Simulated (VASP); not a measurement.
Here is a VASP 6.6.1 calculation.

INCAR

```
PREC = Accurate
ENCUT = 600
EDIFF = 1E-7
ISMEAR = -1
SIGMA = 0.05
LREAL = F
LASPH = T
NELM = 80
ALGO = Normal
ISIF = 3
LWAVE = F
LCHARG = F
GGA = PS
IBRION = 2
NSW = 80
EDIFFG = -0.02
PSTRESS = 200.0
```

KPOINTS

```
Automatic mesh
0
Gamma
  10 10 10
```

File POSCAR:

```
BP
1.0
    0.0000000000      2.2690000000      2.2690000000
    2.2690000000      0.0000000000      2.2690000000
    2.2690000000      2.2690000000      0.0000000000
P B
1 1
Direct
    0.7500000000      0.7500000000      0.7500000000
    0.0000000000      0.0000000000      0.0000000000
```

Potentials or basis: VASP PAW PBE potentials, release 64 (P, B).

The run is started by

```bash
$ cat potpaw_PBE.64/P/POTCAR potpaw_PBE.64/B/POTCAR > POTCAR
$ mpirun -np 1 vasp_std > vasp.out
```

Problem. What does it give for the relaxed cell?

Solution. a = 3.094 Å, b = 3.094 Å, c = 3.094 Å, α = 60.00°, β = 60.00°, γ = 60.00°.

Problem. Estimate the space group after relaxing (to 0.1 Å).

Solution. F-43m (No. 216).

Problem. What does it give for the band gap on the k mesh?

Solution. 0.99 eV (least direct gap 3.55 eV).

Problem. Estimate the relaxed volume.

Solution. 10.47 Å³/atom.

The path:
```csv
step,energy change (eV),largest force (eV/Å),pressure (GPa),volume (Å³)
1,0.0000,0.0000,-1.85,23.36
2,0.7270,0.0000,59.09,18.38
3,0.1153,0.0000,19.25,21.01
4,0.1225,0.0000,19.92,20.95
```

Caveat: the cell is relaxed towards a set pressure, so the run minimises the enthalpy, not the energy; the PAW data sets were made with another functional, which shifts forces and pressure a little. A k mesh can miss the band edges.
